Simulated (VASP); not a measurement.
Write the native input for VASP 6.6.1 that does the following.

| Quantity | Value |
| --- | --- |
| Task | single point |
| Functional | PBE |
| Potentials or basis | VASP PAW PBE potentials, release 64 (Yb) |
| Cutoff | 520 eV |
| k mesh | 10 × 10 × 10 |
| Occupations | gaussian, width 0.6 eV |
| Spin | no spin polarisation |
| Dipole correction | no |
| Further INCAR settings | ALGO = Normal; EDIFF = 1e-07; NBANDS = 18 |

The structure of Yb lies in POSCAR:

```
Yb
1.0
    0.0000000000      2.6151647068      2.6151647068
    2.6151647068      0.0000000000      2.6151647068
    2.6151647068      2.6151647068      0.0000000000
Yb
1
Direct
    0.0000000000      0.0000000000      0.0000000000
```

These files were run (other wordings do the same):

INCAR

```
PREC = Accurate
ENCUT = 520
EDIFF = 1E-7
ISMEAR = 0
SIGMA = 0.6
LREAL = F
LASPH = T
NELM = 100
ALGO = Normal
ISIF = 2
LWAVE = F
LCHARG = F
GGA = PE
NBANDS = 18
```

KPOINTS

```
Automatic mesh
0
Gamma
  10 10 10
```

Potentials or basis: VASP PAW PBE potentials, release 64 (Yb).

Run with:

```console
$ cat potpaw_PBE.64/Yb/POTCAR > POTCAR
$ mpirun -np 1 vasp_std > vasp.out
```

Results of the run:

```json
{"Pressure": "0.1 GPa", "Band gap on the k mesh": "zero (band 12 reaches 1.50 eV, above the bottom of band 13 at 1.49 eV)"}
```

Caveat: spin-orbit coupling is left out, which moves the levels of the heavy elements.

It took 46 s on 1 thread of Intel Xeon 6975P-C, on a shared host, peak memory 0.19 GiB.
